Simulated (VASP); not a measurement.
# RbW (Fm-3m) in VASP: single point with PBEsol+U

Aim: the single point of RbW with PBEsol+U.

All numbers are computed with VASP 6.6.1; they aren't measurements. Logs are shortened: lines on timing, memory, paths and dates and some standing lists are left out, and cuts for length are marked.

### 1 The cell of the first run

Symmetry: Fm-3m, No. 225, cubic system. Conventional cell: a = 6.437 Å, b = 6.437 Å, c = 6.437 Å, α = 90.00°, β = 90.00°, γ = 90.00°. W (site symmetry m-3m) has 6 Rb at 3.22 Å within 4.2 Å. Rb (site symmetry m-3m) has 6 W at 3.22 Å within 4.2 Å.

### 2 Single point, PBEsol+U

File INCAR:

```
SYSTEM = RbW
ALGO = Normal ; EDIFF = 1E-6
ENCUT = 500 ; GGA = PS
GGA_COMPAT = .FALSE. ; ISIF = 2
ISMEAR = -1 ; LASPH = .TRUE.
LCHARG = .FALSE. ; LDAU = .TRUE.
LDAUJ = 0 0 ; LDAUL = 2 -1
LDAUPRINT = 1 ; LDAUTYPE = 2
LDAUU = 6 0 ; LMAXMIX = 4
LREAL = .FALSE. ; LWAVE = .FALSE.
NBANDS = 18 ; NELM = 200
PREC = Accurate ; SIGMA = 0.0445
```

File KPOINTS:

```
k-points
0
G
  5 5 5
  0 0 0
```

File POSCAR:

```
RbW
1.0
    0.0000000000      3.2183930000      3.2183930000
    3.2183930000      0.0000000000      3.2183930000
    3.2183930000      3.2183930000      0.0000000000
W Rb
1 1
Direct
    0.0000000000      0.0000000000      0.0000000000
    0.5000000000      0.5000000000      0.5000000000
```

Potentials or basis: VASP PAW PBE potentials, release 64 (W_sv, Rb_sv).

Launch:

```sh
cat potpaw_PBE.64/W_sv/POTCAR potpaw_PBE.64/Rb_sv/POTCAR > POTCAR
mpirun -np 1 vasp_std > vasp.out
```

OUTCAR:

```text
SYSTEM = RbW
   EDIFF = 1E-6
   ENCUT = 500
   GGA = PS
   ISIF = 2
   ISMEAR = -1
   LASPH = .TRUE.
   LREAL = .FALSE.
   NELM = 200
   PREC = Accurate

 ion  position               nearest neighbor table
   1  0.000  0.000  0.000-   2 3.22   2 3.22   2 3.22   2 3.22   2 3.22   2 3.22
   2  0.500  0.500  0.500-   1 3.22   1 3.22   1 3.22   1 3.22   1 3.22   1 3.22

  LATTYP: Found a face centered cubic cell.
 ALAT       =     6.4367860000

  Lattice vectors:

 A1 = (   0.0000000000,   3.2183930000,   3.2183930000)
 A2 = (   3.2183930000,   0.0000000000,   3.2183930000)
 A3 = (   3.2183930000,   3.2183930000,   0.0000000000)

Analysis of symmetry for initial positions (statically):
=====================================================================
 Subroutine PRICEL returns:
 Original cell was already a primitive cell.

 Routine SETGRP: Setting up the symmetry group for a
 face centered cubic supercell.

 Subroutine GETGRP returns: Found 48 space group operations
 (whereof 48 operations were pure point group operations)
 out of a pool of 48 trial point group operations.

The static configuration has the point symmetry O_h .

Analysis of symmetry for dynamics (positions and initial velocities):
=====================================================================
 Subroutine PRICEL returns:
 Original cell was already a primitive cell.

 Routine SETGRP: Setting up the symmetry group for a
 face centered cubic supercell.

 Subroutine GETGRP returns: Found 48 space group operations
 (whereof 48 operations were pure point group operations)
 out of a pool of 48 trial point group operations.

The dynamic configuration has the point symmetry O_h .

 Subroutine INISYM returns: Found 48 space group operations
 (whereof 48 operations are pure point group operations),
 and found     1 'primitive' translations

----------------------------------------------------------------------------------------

                                     Primitive cell

  volume of cell :      66.6726

  direct lattice vectors                    reciprocal lattice vectors
     0.000000000  3.218393000  3.218393000    -0.155357037  0.155357037  0.155357037
     3.218393000  0.000000000  3.218393000     0.155357037 -0.155357037  0.155357037
     3.218393000  3.218393000  0.000000000     0.155357037  0.155357037 -0.155357037

  length of vectors
     4.551495030  4.551495030  4.551495030     0.269086281  0.269086281  0.269086281

  position of ions in fractional coordinates (direct lattice)
     0.000000000  0.000000000  0.000000000
     0.500000000  0.500000000  0.500000000

  ion indices of the primitive-cell ions
   primitive index   ion index
                 1           1
                 2           2

----------------------------------------------------------------------------------------

 KPOINTS: k-points

Automatic generation of k-mesh.
 Grid dimensions read from file:
 generate k-points for:    5    5    5

 Generating k-lattice:

  Cartesian coordinates                     Fractional coordinates (reciprocal lattice)
    -0.031071407  0.031071407  0.031071407     0.200000000  0.000000000  0.000000000
     0.031071407 -0.031071407  0.031071407     0.000000000  0.200000000  0.000000000
     0.031071407  0.031071407 -0.031071407     0.000000000  0.000000000  0.200000000

  Length of vectors
     0.053817256  0.053817256  0.053817256

[... 21 lines left out ...]
   number of dos      NEDOS =    301   number of ions     NIONS =      2
   total plane-waves  NPLWV =  46656
   dimension x,y,z NGX =    36 NGY =   36 NGZ =   36
   dimension x,y,z NGXF=    72 NGYF=   72 NGZF=   72
   ions per type =               1   1
   NGX,Y,Z   is equivalent  to a cutoff of  13.15, 13.15, 13.15 a.u.
   NGXF,Y,Z  is equivalent  to a cutoff of  26.30, 26.30, 26.30 a.u.
 SYSTEM =  RbW
   PREC   = accura    normal or accurate (medium, high low for compatibility)
   ISTART =      0    job   : 0-new  1-cont  2-samecut
   ICHARG =      2    charge: 1-file 2-atom 10-const
   ISPIN  =      1    spin polarized calculation?
   LNONCOLLINEAR =      F non collinear calculations
   LSORBIT =      F    spin-orbit coupling
   LASPH  =      T    aspherical Exc in radial PAW
   ENCUT  =  500.0 eV  36.75 Ry    6.06 a.u.   8.30  8.30  8.30*2*pi/ulx,y,z
   NELM   =    200;   NELMIN=  2; NELMDL= -5     # of ELM steps
   EDIFF  = 0.1E-05   stopping-criterion for ELM
   LREAL  =      F    real-space projection
   EDIFFG = 0.1E-04   stopping-criterion for IOM
   NSW    =      0    number of steps for IOM
   IBRION =     -1    ionic relax: 0-MD 1-quasi-New 2-CG
   NFREE  =      0    steps in history (QN), initial steepest desc. (CG)
   ISIF   =      2    stress and relaxation
   ISYM   =      2    0-nonsym 1-usesym 2-fastsym
   POTIM  = 0.5000    time-step for ionic-motion
   TEBEG  =    0.0;   TEEND  =   0.0 temperature during run
   PSTRESS=    0.0 pullay stress
   NELECT =      23.0000    total number of electrons
   NUPDOWN=      -1.0000    fix difference up-down
   EMIN   =  10.00;   EMAX   =-10.00  energy-range for DOS
   EFERMI =   0.00;   METHOD = LEGACY
   ISMEAR =    -1;   SIGMA  =   0.04  broadening in eV -4-tet -1-fermi 0-gaus
   EFERMI_NEDOS =   21; number of points for ismear=-14 and -15
   IALGO  =     38    algorithm
   IMIX   =      4    mixing-type and parameters
     AMIX     =   0.40;   BMIX     =  1.00
     AMIX_MAG =   1.60;   BMIX_MAG =  1.00
  volume/ion in A,a.u.               =      33.34       224.96
  Fermi-wavevector in a.u.,A,eV,Ry     =   1.148158  2.169704 17.936112  1.318267
  Thomas-Fermi vector in A             =   2.284834
   LORBIT       =      0    0 simple, 1 ext, 2 COOP (PROOUT), +10 PAW based schemes
 LDA+U is selected, type is set to LDAUTYPE =  2
   angular momentum for each species LDAUL =     2   -1
   U (eV)           for each species LDAUU =   6.0  0.0
   J (eV)           for each species LDAUJ =   0.0  0.0
   GGA     = PS    functional components
   LHFCALC =     F    Hartree Fock is set to
   AEXX    =    0.0000 exact exchange contribution
   IVDW    =     0    specifies the selected vdW correction
   LEPSILON=     F    determine dielectric tensor
   LRPA    =     F    only Hartree local field effects (RPA)
 non-spin polarized calculation
  energy-cutoff  :      500.00
  volume of cell :       66.67
 maximum number of plane-waves:      1708
 NGX is ok and might be reduce to    36
   NGX = 17   NGY = 17   NGZ = 17

atom =   1  type =  1  l = 2

 onsite density matrix

spin component  1

  0.2899 -0.0000 -0.0000 -0.0000 -0.0000
 -0.0000  0.2899 -0.0000  0.0000 -0.0000
 -0.0000 -0.0000  0.3164  0.0000 -0.0000
 -0.0000  0.0000  0.0000  0.2899  0.0000
 -0.0000 -0.0000 -0.0000  0.0000  0.3164

spin component  2

  0.2899 -0.0000 -0.0000 -0.0000 -0.0000
 -0.0000  0.2899 -0.0000  0.0000 -0.0000
 -0.0000 -0.0000  0.3164  0.0000 -0.0000
 -0.0000  0.0000  0.0000  0.2899  0.0000
 -0.0000 -0.0000 -0.0000  0.0000  0.3164

 occupancies and eigenvectors

  o =  0.2899  v =  1.0000  0.0000  0.0000  0.0000  0.0000  0.0000  0.0000  0.0000  0.0000  0.0000      0.0000  0.0000  0.0000  0.0000  0.0000  0.0000  0.0000  0.0000  0.0000  0.0000
  o =  0.2899  v =  0.0000  0.0000  0.0000  0.0000  0.0000  1.0000  0.0000  0.0000  0.0000  0.0000      0.0000  0.0000  0.0000  0.0000  0.0000  0.0000  0.0000  0.0000  0.0000  0.0000
  o =  0.2899  v =  0.0000  0.2458 -0.0000  0.9693  0.0000  0.0000  0.0000  0.0000  0.0000  0.0000      0.0000  0.0000  0.0000  0.0000  0.0000  0.0000  0.0000  0.0000  0.0000  0.0000
  o =  0.2899  v =  0.0000  0.0000  0.0000  0.0000  0.0000  0.0000  0.2458 -0.0000  0.9693  0.0000      0.0000  0.0000  0.0000  0.0000  0.0000  0.0000  0.0000  0.0000  0.0000  0.0000
  o =  0.2899  v =  0.0000 -0.9693 -0.0000  0.2458 -0.0000  0.0000  0.0000  0.0000  0.0000  0.0000      0.0000  0.0000  0.0000  0.0000  0.0000  0.0000  0.0000  0.0000  0.0000  0.0000
  o =  0.2899  v =  0.0000  0.0000  0.0000  0.0000  0.0000  0.0000 -0.9693 -0.0000  0.2458 -0.0000      0.0000  0.0000  0.0000  0.0000  0.0000  0.0000  0.0000  0.0000  0.0000  0.0000
  o =  0.3164  v =  0.0000  0.0000  0.0000  0.0000  0.0000  0.0000  0.0000 -0.9978 -0.0000 -0.0655      0.0000  0.0000  0.0000  0.0000  0.0000  0.0000  0.0000  0.0000  0.0000  0.0000
  o =  0.3164  v =  0.0000  0.0000 -0.9978 -0.0000 -0.0655  0.0000  0.0000  0.0000  0.0000  0.0000      0.0000  0.0000  0.0000  0.0000  0.0000  0.0000  0.0000  0.0000  0.0000  0.0000
  o =  0.3164  v =  0.0000  0.0000  0.0000  0.0000  0.0000  0.0000 -0.0000 -0.0655 -0.0000  0.9978      0.0000  0.0000  0.0000  0.0000  0.0000  0.0000  0.0000  0.0000  0.0000  0.0000
  o =  0.3164  v =  0.0000 -0.0000 -0.0655 -0.0000  0.9978  0.0000  0.0000  0.0000  0.0000  0.0000      0.0000  0.0000  0.0000  0.0000  0.0000  0.0000  0.0000  0.0000  0.0000  0.0000

 number of electron      22.9999999 magnetization

 Free energy of the ion-electron system (eV)
  ---------------------------------------------------
  ext. energy  EPLUGINS =         0.00000000
  ---------------------------------------------------
  free energy    TOTEN  =         0.38116039 eV

  energy without entropy =        0.42801564  energy(sigma->0) =        0.40458801

 E-fermi :   2.5371     XC(G=0):  -9.3199

 val. band max:        2.4702178936   @ k =   0.2000   0.2000   0.0000
 cond. band min:       2.5580552957   @ k =   0.2000   0.2000   0.0000
 fundamental gap:      0.0878374021
 Fermi energy:         2.5370559904

 k-point     1 :       0.0000    0.0000    0.0000
  band No.  band energies     occupation
      1     -72.8424      2.00000
      2     -36.9254      2.00000
      3     -36.9254      2.00000
      4     -36.9254      2.00000
      5     -23.9228      2.00000
      6      -8.0696      2.00000
[... 187 lines left out ...]
      5     -23.8913      2.00000
      6      -8.4091      2.00000
[... 10 lines left out ...]
     17       6.1730      0.00000
     18       9.7774      0.00000

------------------------ aborting loop because EDIFF is reached ----------------------------------------

  FORCE on cell =-STRESS in cart. coord.  units (eV):
  Direction    XX          YY          ZZ          XY          YZ          ZX
  --------------------------------------------------------------------------------------
  -------------------------------------------------------------------------------------
  Total       -0.0422162     -0.0422162     -0.0422162      0.0000000     -0.0000000      0.0000000
  in kB       -1.0144770     -1.0144770     -1.0144770      0.0000000     -0.0000000      0.0000000
  external PRESSURE =      -1.0144770 kB  Pullay stress =       0.0000000 kB

 VOLUME and BASIS-vectors are now :
 -----------------------------------------------------------------------------
  energy-cutoff  :      500.00
  volume of cell :       66.67
      direct lattice vectors                 reciprocal lattice vectors
     0.000000000  3.218393000  3.218393000    -0.155357037  0.155357037  0.155357037
     3.218393000  0.000000000  3.218393000     0.155357037 -0.155357037  0.155357037
     3.218393000  3.218393000  0.000000000     0.155357037  0.155357037 -0.155357037

 POSITION                                       TOTAL-FORCE (eV/Angst)
 -----------------------------------------------------------------------------------
      0.00000      0.00000      0.00000         0.000000     -0.000000      0.000000
      3.21839      3.21839      3.21839        -0.000000      0.000000     -0.000000
 -----------------------------------------------------------------------------------
    total drift:                                0.000000      0.000000      0.000000

  FREE ENERGIE OF THE ION-ELECTRON SYSTEM (eV)
  ---------------------------------------------------
  free  energy   TOTEN  =         0.3811603880 eV

  energy  without entropy=        0.4280156416  energy(sigma->0) =        0.40458801
```

Run time: 19 s. Hardware: 1 thread of AMD EPYC 7R43 (Zen 3), shared host; peak memory 0.17 GiB.

Results:

```yaml
Free_energy: 0.3812 eV
Pressure: -0.1 GPa
Band_gap_on_the_k_mesh: zero (an odd number of electrons rules out a gap without spin polarisation)
```

Levels at points of the mesh, in eV from the Fermi level:
```tsv
k point	band 7	band 8	band 9	band 10	band 11	band 12	band 13	band 14	band 15	band 16
(0.00, 0.00, 0.00)	-10.61	-10.61	-4.12	-0.58	-0.58	-0.54	-0.54	-0.54	7.05	7.38
```

Eigenvalues of the final occupation matrices:
```tsv
site	spin	trace	eigenvalues
site 1 d	1	1.50	0.29 0.29 0.29 0.32 0.32
site 1 d	2	1.50	0.29 0.29 0.29 0.32 0.32
```

Caveat: the PAW data sets were made with another functional, which shifts forces and pressure a little; spin-orbit coupling is left out, which moves the levels of the heavy elements; U without spin polarisation on a metal has little footing; the U is typed as a test and isn't derived for this compound.
